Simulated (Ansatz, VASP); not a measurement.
**SrTiO3 in VASP and in Ansatz**

INCAR

```
SYSTEM = SrTiO3
PREC = Accurate
ENCUT = 520
EDIFF = 1E-6
ISMEAR = 0
SIGMA = 0.05
LREAL = .False.
LASPH = .True.
NELM = 60
ALGO = Normal
ISIF = 2
LWAVE = .False.
LCHARG = .True.
GGA = PS
LELF = .True.
LVHAR = .True.
NBANDS = 51
```

KPOINTS

```
Automatic mesh
0
Gamma
  6 6 6
  0 0 0
```

Contents of POSCAR:

```
SrTiO3
1.0
   -3.8911201354      0.0000000000     -3.8911201354
    0.0000000000     -3.8911201354     -3.8911201354
   -3.8911201354     -3.8911201354      0.0000000000
Sr Ti O
2 2 6
Direct
    0.0000000000      0.0000000000      0.0000000000
    0.5000000000      0.5000000000      0.5000000000
    0.2500000000      0.2500000000      0.2500000000
    0.7500000000      0.7500000000      0.7500000000
    0.5236240153      0.0236240153      0.4763759847
   -0.0236240153      0.4763759847      0.0236240153
    0.4763759847     -0.0236240153      0.0236240153
    0.0236240153      0.5236240153      0.4763759847
    0.5000000000      0.5000000000     -0.0472480306
    1.0000000000      1.0000000000      0.5472480306
```

Input for Ansatz:

```yaml
crystal:
  lattice:
    - [-3.8911201354, 0.0, -3.8911201354]
    - [0.0, -3.8911201354, -3.8911201354]
    - [-3.8911201354, -3.8911201354, 0.0]
  atoms:
    - { symbol: Sr, position: [0.0, 0.0, 0.0] }
    - { symbol: Sr, position: [0.5, 0.5, 0.5] }
    - { symbol: Ti, position: [0.25, 0.25, 0.25] }
    - { symbol: Ti, position: [0.75, 0.75, 0.75] }
    - { symbol: O, position: [0.5236240153, 0.0236240153, 0.4763759847] }
    - { symbol: O, position: [-0.0236240153, 0.4763759847, 0.0236240153] }
    - { symbol: O, position: [0.4763759847, -0.0236240153, 0.0236240153] }
    - { symbol: O, position: [0.0236240153, 0.5236240153, 0.4763759847] }
    - { symbol: O, position: [0.5, 0.5, -0.0472480306] }
    - { symbol: O, position: [1.0, 1.0, 0.5472480306] }
basis:
  ecutwfc: 420
kpoints:
  mp_grid: { grid: [6, 6, 6] }
hamiltonian:
  xc: pbesol
scf:
  occupations: { method: gaussian, width: 0.05 }
output:
  forces: true
  stress: true
  eigenvalues: true
```

Change from the starting cell: mode 1 (-82.8 1/cm) frozen in, largest displacement -0.260 Å.

Alike in both runs: task single point; functional PBEsol; k mesh 6 × 6 × 6; occupations gaussian, width 0.05 eV; no spin polarisation.

|  | VASP | Ansatz |
| --- | --- | --- |
| version | VASP 6.6.1 | Ansatz 0.2.0 |
| potentials or method | VASP PAW PBE potentials, release 64 (Sr_sv, Ti_sv, O), cutoff 520 eV | scalar-relativistic, plane waves, PAW |
| valence electrons in the cell | 80 | 80 |

Ansatz gave:

| Item | Value |
| --- | --- |
| gap on the k mesh at the Fermi level (eV) | 2.00 |
| least direct gap on the mesh (eV) | 2.03 |
| pressure (GPa) | -0.6 |
| traceless stress, the component that is largest in VASP (GPa) | -0.93 |
| rms of the force components (eV/Å) | 0.055 |

What did VASP give for the same quantities?

gap on the k mesh at the Fermi level (eV): 1.97; least direct gap on the mesh (eV): 2.01; pressure (GPa): 0.1; traceless stress, the component that is largest in VASP (GPa): -0.97; rms of the force components (eV/Å): 0.061.

VASP's potentials were made for PBE, not for PBEsol. Atom by atom the forces differ by 0.005 eV/Å (rms over components).
